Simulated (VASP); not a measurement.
# V in VASP: further runs, part 2 of 2

VASP 6.6.1. Earlier steps stand in the parts before.

**4. Single point, r2SCAN, collinear spin**

This run uses another cell than the first one: it holds 4 atoms, not 2.

POSCAR reads:

```
V
1.0
    2.1724553168     -4.4658429675      0.0000000000
    2.1724553168      4.4658429675      0.0000000000
    0.0000000000      0.0000000000      2.8138725379
V
4
Direct
    0.1348218156      0.8651781844      0.0000658154
    0.6348218156      0.3651781844      0.4999341846
    0.8651781844      0.1348218156      0.9999341846
    0.3651781844      0.6348218156      0.5000658154
```

INCAR.step1 reads:

```
PREC = Accurate
ENCUT = 550
ISMEAR = 0
SIGMA = 0.1
LREAL = False
LASPH = True
NELM = 200
ISPIN = 2
MAGMOM = 0.15 0.15 0.15 0.15
LMAXMIX = 4
NBANDS = 38
GGA = PE
ALGO = Normal
EDIFF = 1E-5
LWAVE = True
LCHARG = False
GGA_COMPAT = False
```

INCAR.step2 reads:

```
PREC = Accurate
ENCUT = 550
EDIFF = 1E-6
ISMEAR = 0
SIGMA = 0.1
LREAL = False
LASPH = True
NELM = 200
ALGO = Normal
ISIF = 2
LWAVE = False
LCHARG = False
ISPIN = 2
MAGMOM = 0.15 0.15 0.15 0.15
LORBIT = 11
LMAXMIX = 4
METAGGA = R2SCAN
LMIXTAU = True
NBANDS = 38
ISTART = 1
GGA_COMPAT = False
```

KPOINTS reads:

```
Automatic mesh
0
Gamma
  6 6 4
```

Potentials or basis: VASP PAW PBE potentials, release 64 (V_sv).

Command:

```
$ cat potpaw_PBE.64/V_sv/POTCAR > POTCAR
$ cp INCAR.step1 INCAR
$ mpirun -np 1 vasp_std > vasp.out
$ cp INCAR.step2 INCAR
$ mpirun -np 1 vasp_std > vasp.out
```

OUTCAR:

```text
PREC = Accurate
   ENCUT = 550
   EDIFF = 1E-6
   ISMEAR = 0
   LREAL = False
   LASPH = True
   NELM = 200
   ISIF = 2
   ISPIN = 2
   LORBIT = 11
   METAGGA = R2SCAN
   ISTART = 1

 ion  position               nearest neighbor table
   1  0.135  0.865  0.000-   3 2.41   4 2.49   4 2.49   2 2.59   2 2.59   2 2.59   2 2.59
   2  0.635  0.365  0.500-   4 2.41   3 2.49   3 2.49   1 2.59   1 2.59   1 2.59   1 2.59
   3  0.865  0.135  1.000-   1 2.41   2 2.49   2 2.49   4 2.59   4 2.59   4 2.59   4 2.59
   4  0.365  0.635  0.500-   2 2.41   1 2.49   1 2.49   3 2.59   3 2.59   3 2.59   3 2.59

  LATTYP: Found a base centered orthorhombic cell.
 ALAT       =     4.3449106336
 B/A-ratio  =     2.0556662008
 C/A-ratio  =     0.6476249514

  Lattice vectors:

 A1 = (   2.1724553168,  -4.4658429675,   0.0000000000)
 A2 = (   2.1724553168,   4.4658429675,   0.0000000000)
 A3 = (   0.0000000000,   0.0000000000,   2.8138725379)

Analysis of symmetry for initial positions (statically):
=====================================================================
 Subroutine PRICEL returns:
 Original cell was already a primitive cell.

 Routine SETGRP: Setting up the symmetry group for a
 base centered orthorhombic supercell.

 Subroutine GETGRP returns: Found  8 space group operations
 (whereof  4 operations were pure point group operations)
 out of a pool of  8 trial point group operations.

The static configuration has the point symmetry C_2h.
 The point group associated with its full space group is D_2h.

Analysis of symmetry for dynamics (positions and initial velocities):
=====================================================================
 Subroutine PRICEL returns:
 Original cell was already a primitive cell.

 Routine SETGRP: Setting up the symmetry group for a
 base centered orthorhombic supercell.

 Subroutine GETGRP returns: Found  8 space group operations
 (whereof  4 operations were pure point group operations)
[... 168 lines left out ...]

  energy without entropy =      -55.51090336  energy(sigma->0) =      -55.51981385

 E-fermi :   9.9395     XC(G=0): -13.9163

 val. band max:        9.9305960426   @ k =  -0.3333   0.1667   0.0000
 cond. band min:       9.9829055400   @ k =  -0.1667   0.1667   0.0000
 fundamental gap:      0.0523094973
 Fermi energy:         9.9394937690

 spin component 1

 k-point     1 :       0.0000    0.0000    0.0000
  band No.  band energies     occupation
      1     -56.8129      1.00000
      2     -56.5596      1.00000
      3     -56.5183      1.00000
      4     -56.4938      1.00000
      5     -30.1184      1.00000
      6     -29.7647      1.00000
[... 973 lines left out ...]
     37      13.7458      0.00000
     38      13.9871      0.00000

 [... further k-points ...]

 spin component 2

 k-point     1 :       0.0000    0.0000    0.0000
  band No.  band energies     occupation
      1     -56.8129      1.00000
      2     -56.5596      1.00000
      3     -56.5183      1.00000
      4     -56.4938      1.00000
      5     -30.1184      1.00000
      6     -29.7647      1.00000
[... 973 lines left out ...]
     37      13.7458      0.00000
     38      13.9870      0.00000

 [... further k-points ...]

------------------------ aborting loop because EDIFF is reached ----------------------------------------

  FORCE on cell =-STRESS in cart. coord.  units (eV):
  Direction    XX          YY          ZZ          XY          YZ          ZX
  --------------------------------------------------------------------------------------
  -------------------------------------------------------------------------------------
  Total        0.2511007      0.3695559      0.2053311      0.0000000      0.0000000      0.0000000
  in kB        7.3683412     10.8443110      6.0252698      0.0000000      0.0000000      0.0000000
  external PRESSURE =       8.0793073 kB  Pullay stress =       0.0000000 kB

 VOLUME and BASIS-vectors are now :
 -----------------------------------------------------------------------------
  energy-cutoff  :      550.00
  volume of cell :       54.60
      direct lattice vectors                 reciprocal lattice vectors
     2.172455317 -4.465842968  0.000000000     0.230154331 -0.111960945  0.000000000
     2.172455317  4.465842968  0.000000000     0.230154331  0.111960945  0.000000000
     0.000000000  0.000000000  2.813872538     0.000000000  0.000000000  0.355382124

 POSITION                                       TOTAL-FORCE (eV/Angst)
 -----------------------------------------------------------------------------------
      2.17246      3.26166      0.00019         0.000000      0.029336     -0.002171
      2.17246     -1.20419      1.40675         0.000000      0.029336      0.002171
      2.17246     -3.26166      2.81369         0.000000     -0.029336      0.002171
      2.17246      1.20419      1.40712         0.000000     -0.029336     -0.002171
 -----------------------------------------------------------------------------------
    total drift:                               -0.000000      0.000000     -0.000000

  FREE ENERGIE OF THE ION-ELECTRON SYSTEM (eV)
  ---------------------------------------------------
  free  energy   TOTEN  =       -55.5287243350 eV

  energy  without entropy=      -55.5109033590  energy(sigma->0) =      -55.51981385

 total charge

# of ion       s       p       d       tot
------------------------------------------
    1        2.343   6.225   3.107  11.675
    2        2.343   6.225   3.107  11.675
    3        2.343   6.225   3.107  11.675
    4        2.343   6.225   3.107  11.675
--------------------------------------------------
tot          9.371  24.901  12.428  46.700

 magnetization (x)

# of ion       s       p       d       tot
------------------------------------------
    1       -0.000  -0.000  -0.000  -0.000
    2       -0.000  -0.000  -0.000  -0.000
    3       -0.000  -0.000  -0.000  -0.000
    4       -0.000  -0.000  -0.000  -0.000
--------------------------------------------------
tot         -0.000  -0.000  -0.000  -0.000
```

OSZICAR.step1:

```text
N       E                     dE             d eps       ncg     rms          rms(c)
DAV:   1     0.801325129621E+03    0.80133E+03   -0.31335E+04  5928   0.166E+03
DAV:   2    -0.630677341113E+01   -0.80763E+03   -0.78627E+03  5982   0.564E+02
DAV:   3    -0.393384744515E+02   -0.33032E+02   -0.31909E+02  6814   0.135E+02
DAV:   4    -0.399592057817E+02   -0.62073E+00   -0.61492E+00  6754   0.182E+01
DAV:   5    -0.399681553421E+02   -0.89496E-02   -0.89471E-02  6516   0.228E+00    0.367E+01
DAV:   6    -0.350532684575E+02    0.49149E+01   -0.21205E+01  6208   0.342E+01    0.472E+00
DAV:   7    -0.349813753355E+02    0.71893E-01   -0.46194E-01  6736   0.472E+00    0.202E+00
DAV:   8    -0.349554632889E+02    0.25912E-01   -0.29722E-02  6126   0.157E+00    0.125E+00
DAV:   9    -0.349539061774E+02    0.15571E-02   -0.29098E-03  6918   0.449E-01    0.257E-01
DAV:  10    -0.349539139076E+02   -0.77302E-05   -0.10395E-03  6356   0.215E-01    0.720E-02
DAV:  11    -0.349539224041E+02   -0.84965E-05   -0.73849E-05  5682   0.754E-02
   1 F= -.34953922E+02 E0= -.34942846E+02  d E =-.221524E-01  mag=     0.0002
```

Wall time 24 min (1 thread of Oxide Virtual Turin-like, shared host); peak memory 0.27 GiB.

What came out:

```
Free energy                                           : -55.5287 eV
Pressure                                              : 0.8 GPa
Largest force                                         : 0.029 eV/Å
Band gap on the k mesh                                : zero (filled and empty bands overlap)
Net moment                                            : 0.00 μB per cell
Valence electrons inside the program's atomic spheres : V 11.68
```

Forces on the atoms (eV/Å):
```
V    0.000  0.029 -0.002
V    0.000  0.029  0.002
V    0.000 -0.029  0.002
V    0.000 -0.029 -0.002
```

Levels at points of the mesh, in eV from the Fermi level:
Spin up:
```tsv
k point	band 24	band 25	band 26	band 27	band 28	band 29
(0.00, 0.00, 0.00)	-0.81	-0.57	-0.10	0.29	0.50	1.29
(0.50, 0.00, 0.00)	-0.55	0.13	0.13	0.14	0.14	1.00
(0.50, 0.50, 0.00)	-0.09	0.31	0.32	0.40	0.48	0.76
(0.00, 0.00, 0.50)	-1.46	-0.81	-0.81	0.26	0.26	1.56
(0.50, 0.00, 0.50)	-1.78	-0.06	-0.06	1.03	1.03	1.53
(0.50, 0.50, 0.50)	-1.60	-0.72	-0.72	0.07	0.07	0.66
```
Spin down:
```tsv
k point	band 24	band 25	band 26	band 27	band 28	band 29
(0.00, 0.00, 0.00)	-0.81	-0.57	-0.10	0.29	0.50	1.29
(0.50, 0.00, 0.00)	-0.55	0.13	0.13	0.14	0.14	1.00
(0.50, 0.50, 0.00)	-0.09	0.31	0.32	0.40	0.48	0.76
(0.00, 0.00, 0.50)	-1.46	-0.81	-0.81	0.26	0.26	1.56
(0.50, 0.00, 0.50)	-1.78	-0.06	-0.06	1.03	1.03	1.53
(0.50, 0.50, 0.50)	-1.60	-0.72	-0.72	0.07	0.07	0.66
```

Caveat: the k points lie up to 0.56 Å⁻¹ apart, too coarse for converged energies and pressures of a metal; the PAW data sets were made with another functional, which shifts forces and pressure a little.

**5. Overview**

```csv
task,spin,cell,k mesh,gap on the mesh (eV),pressure (GPa),largest force (eV/Å)
single point,off,"a = 4.956, b = 4.684, c = 2.579 Å, angles 80.4, 68.8, 30.9°, 2 atoms, atomic positions A",8 × 8 × 8,none,0.8,0.03
relaxation of cell and atoms,off,"relaxed from a = 4.966, b = 4.682, c = 2.588 Å, angles 80.6, 68.5, 30.9°, 2 atoms, atomic positions B",8 × 8 × 8,none,0.0,0.02
single point,collinear,"a = 4.966, b = 4.966, c = 2.814 Å, angles 90.0, 90.0, 128.1°, 4 atoms, atomic positions C",6 × 6 × 4,none,0.8,0.03
```

Alike in all rows: level r2SCAN; potentials or basis VASP PAW PBE potentials, release 64 (V_sv); cutoff (eV) 550; smearing gaussian 0.1 eV.

Caveats: some runs use coarse meshes; the PAW data sets were made with another functional, which shifts forces and pressure a little.

Total energies depend on the potentials used, so only differences within one code and one set of settings carry meaning.

The gap in the log of VASP goes by the Fermi energy; the results here count the filled bands.